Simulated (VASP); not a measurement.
Set up this calculation in VASP 6.6.1, as the native input.

* Task: single point
* Functional: PBE
* Potentials or basis: VASP PAW PBE potentials, release 64 (Ta_pv)
* Cutoff: 520 eV
* k mesh: 20 × 20 × 20
* Occupations: gaussian, width 0.15 eV
* Spin: no spin polarisation
* Dipole correction: no
* Further INCAR settings: ALGO = Fast; EDIFF = 1e-06; NBANDS = 12

The structure of Ta lies in POSCAR:

```
Ta
1.0
   -1.7173312000      1.7173312000      1.6512800000
    1.7173312000     -1.7173312000      1.6512800000
    1.7173312000      1.7173312000     -1.6512800000
Ta
1
Direct
    0.0000000000      0.0000000000      0.0000000000
```

This cell differs from its parent crystal: strain +0.040 along x and y, +0.000 along z.

These files were run (other wordings do the same):

INCAR

```
SYSTEM = Ta
  ALGO = Fast
  EDIFF = 1E-6
  ENCUT = 520
  GGA = PE
  ISIF = 2
  ISMEAR = 0
  LASPH = .TRUE.
  LCHARG = .FALSE.
  LREAL = .FALSE.
  LWAVE = .FALSE.
  NBANDS = 12
  NELM = 60
  PREC = Accurate
  SIGMA = 0.15
```

KPOINTS

```
k-points
0
G
  20 20 20
  0 0 0
```

Potentials or basis: VASP PAW PBE potentials, release 64 (Ta_pv).

Run with:

```sh
$ cat potpaw_PBE.64/Ta_pv/POTCAR > POTCAR
$ mpirun -np 1 vasp_std > vasp.out
```

It gave:

| Quantity | Value |
| --- | --- |
| Pressure | -10.8 GPa |
| Band gap on the k mesh | zero (an odd number of electrons rules out a gap without spin polarisation) |

Caveat: the cell differs from its parent crystal (strain +0.040 along x and y, +0.000 along z); the cell stands under tension; spin-orbit coupling is left out, which moves the levels of the heavy elements.

Wall time 76 s on 1 thread of Intel(R) Xeon(R) Platinum 8559C (Emerald Rapids), on a shared host, peak memory 0.26 GiB.
